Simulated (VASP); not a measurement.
Here is a VASP 6.6.1 calculation.

Contents of INCAR:

```
SYSTEM = CdF2
PREC = Accurate
ENCUT = 520
EDIFF = 1E-7
ISMEAR = 0
SIGMA = 0.05
LREAL = .False.
LASPH = .True.
NELM = 80
ALGO = Normal
ISIF = 2
LWAVE = .False.
LCHARG = .True.
GGA = RE
IVDW = 13
LELF = .True.
LVHAR = .True.
NBANDS = 20
```

Contents of KPOINTS:

```
regular mesh
0
Gamma
  8 8 8
  0 0 0
```

POSCAR

```
CdF2
1.0
    0.0000000000      2.7741333923      2.7741333923
    2.7741333923      0.0000000000      2.7741333923
    2.7741333923      2.7741333923      0.0000000000
Cd F
1 2
Direct
    0.0000000000      0.0000000000      0.0000000000
    0.2500000000      0.2500000000      0.2500000000
    0.7500000000      0.7500000000      0.7500000000
```

Potentials or basis: VASP PAW PBE potentials, release 64 (Cd, F).

Command:

```console
$ cat potpaw_PBE.64/Cd/POTCAR potpaw_PBE.64/F/POTCAR > POTCAR
$ mpirun -np 1 vasp_std > vasp.out
```

Q: Estimate the pressure.

A: -2.9 GPa.

Q: Estimate the band gap on the k mesh.

A: 2.91 eV, indirect (least direct gap 3.51 eV).

Caveat: the PAW data sets were made with another functional, which shifts forces and pressure a little. A k mesh can miss the band edges.
